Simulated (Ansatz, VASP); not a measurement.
**MgO: VASP beside Ansatz**

Contents of POSCAR:

```
MgO
1.0
    0.0000000000      1.7867923824      2.1021086852
    2.1021086852      0.0000000000      2.1021086852
    2.1021086852      1.7867923824      0.0000000000
Mg O
1 1
Direct
    0.0000000000      0.0000000000      0.0000000000
    0.5000000000      0.5000000000      0.5000000000
```

File INCAR.step1:

```
SYSTEM = MgO
PREC = Accurate
ENCUT = 520
ISMEAR = 0
SIGMA = 0.05
LREAL = .False.
LASPH = .True.
NELM = 80
NBANDS = 11
GGA = PE
ALGO = Normal
EDIFF = 1E-4
LWAVE = .True.
LCHARG = .False.
```

File INCAR.step2:

```
SYSTEM = MgO
PREC = Accurate
ENCUT = 520
EDIFF = 1E-7
ISMEAR = 0
SIGMA = 0.05
LREAL = .False.
LASPH = .True.
NELM = 80
ALGO = Normal
ISIF = 2
LWAVE = .False.
LCHARG = .False.
METAGGA = R2SCAN
LMIXTAU = .True.
NBANDS = 11
ISTART = 1
```

The input KPOINTS:

```
regular mesh
0
Gamma
  10 10 10
  0 0 0
```

Input for Ansatz:

```yaml
crystal:
  lattice:
    - [0.0, 1.7867923824, 2.1021086852]
    - [2.1021086852, 0.0, 2.1021086852]
    - [2.1021086852, 1.7867923824, 0.0]
  atoms:
    - { symbol: Mg, position: [0.0, 0.0, 0.0] }
    - { symbol: O, position: [0.5, 0.5, 0.5] }
basis:
  ecutwfc: 500
kpoints:
  mp_grid: { grid: [10, 10, 10] }
hamiltonian:
  xc: r2scan
scf:
  occupations: { method: gaussian, width: 0.05 }
output:
  forces: true
  stress: true
  eigenvalues: true
```

Change from the starting cell: strain -0.1500 x Voigt [0, 1, 0, 0, 0, 0], atoms carried along.

Alike in both runs: task single point; functional r2SCAN; k mesh 10 × 10 × 10; occupations gaussian, width 0.05 eV; no spin polarisation.

|  | VASP | Ansatz |
| --- | --- | --- |
| version | VASP 6.6.1 | Ansatz 0.2.0 |
| potentials or method | VASP PAW PBE potentials, release 64 (Mg, O), cutoff 520 eV | scalar-relativistic, plane waves, PAW |
| valence electrons in the cell | 8 | 16 |

|  | VASP | Ansatz | Ansatz less VASP |
| --- | --- | --- | --- |
| gap on the k mesh at the Fermi level (eV) | 7.01 | 7.03 | +0.019 |
| least direct gap on the mesh (eV) | 7.01 | 7.03 | +0.019 |
| pressure (GPa) | 53.4 | 53.5 | +0.13 |
| traceless stress, the component that is largest in VASP (GPa) | 70.93 | 69.09 | -1.839 |

VASP's potentials were made for PBE, not for r2SCAN. Both programs put the cell under a high pressure, so it lies far from rest at this level. VASP's potentials hold 8 valence electrons a cell and Ansatz's 16, so a difference there can come from the potentials and not from the codes.
